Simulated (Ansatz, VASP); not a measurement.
# Cs3AsAu: VASP beside Ansatz

```
Cs As Au
1.0
     6.06798    0.00000    0.00000
     0.00000    6.06798    0.00000
     0.00000    0.00000    6.06798
Cs As Au
3 1 1
Direct
  0.50000 0.00000 0.00000
  0.00000 0.50000 0.00000
  0.00000 0.00000 0.50000
  0.00000 0.00000 0.00000
  0.50000 0.50000 0.50000
```

Alike in both runs: task relaxation of cell and atoms; functional PBE; k mesh 4 × 4 × 4; occupations gaussian, width 0.1 eV; no spin polarisation.

```csv
,VASP,Ansatz
version,VASP 6.6.1,Ansatz 0.2.0
potentials or method,"VASP PAW PBE potentials, release 64 (Cs_sv, As_d, Au_sv_GW), cutoff 600 eV","scalar-relativistic, plane waves, PAW"
valence electrons in the cell,61,61
```

|  | VASP | Ansatz | Ansatz less VASP |
| --- | --- | --- | --- |
| gap on the k mesh at the Fermi level, each at its own relaxed structure (eV) | none | none | - |
| relaxed volume (Å³/atom) | 63.66 | 62.68 | -0.975 |
| relaxed length of the cell vector where the two differ most in proportion (Å) | 6.828 | 6.793 | -0.0350 |

A gap of «none» marks a metal or a gap that the smearing closes.

Spin-orbit coupling is off throughout. Noted on VASP's run: the volume moved by over 15 % at a fixed basis, so the end points are rough.
